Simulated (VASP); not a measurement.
Here is a VASP 6.6.1 calculation.

Contents of INCAR:

```
PREC = Accurate
ENCUT = 550
EDIFF = 1E-6
ISMEAR = -1
SIGMA = 0.1
LREAL = F
LASPH = T
NELM = 120
ALGO = Normal
ISIF = 2
LWAVE = F
LCHARG = F
NBANDS = 48
GGA_COMPAT = F
```

File KPOINTS:

```
Automatic mesh
0
Gamma
  13 13 4
```

File POSCAR:

```
Hg
1.0
    3.0363648562      0.0000000000      0.0000000000
   -1.5181824281      2.6295691007      0.0000000000
    0.0000000000      0.0000000000     10.2204830815
Hg
4
Direct
    0.0000000000      1.0000000000      0.0000000000
    0.0000000000      1.0000000000      0.5000000000
    0.3333333333      0.6666666667      0.2500000000
    0.6666666667      0.3333333333      0.7500000000
```

Potentials or basis: VASP PAW LDA potentials, release 64 (Hg_sv_GW).

Launch:

```sh
$ cat potpaw_LDA.64/Hg_sv_GW/POTCAR > POTCAR
$ mpirun -np 1 vasp_std > vasp.out
```

Q: Predict the band gap on the k mesh.

A: Zero (bands 40 and 41 overlap by 2.03 eV).

Q: Predict the pressure.

A: 5.3 GPa.

Stress tensor (GPa, compression positive):
```
5.47 0.00 0.00
0.00 5.47 0.00
0.00 0.00 5.07
```

Caveat: the cell stands under pressure; spin-orbit coupling is left out, which moves the levels of the heavy elements.
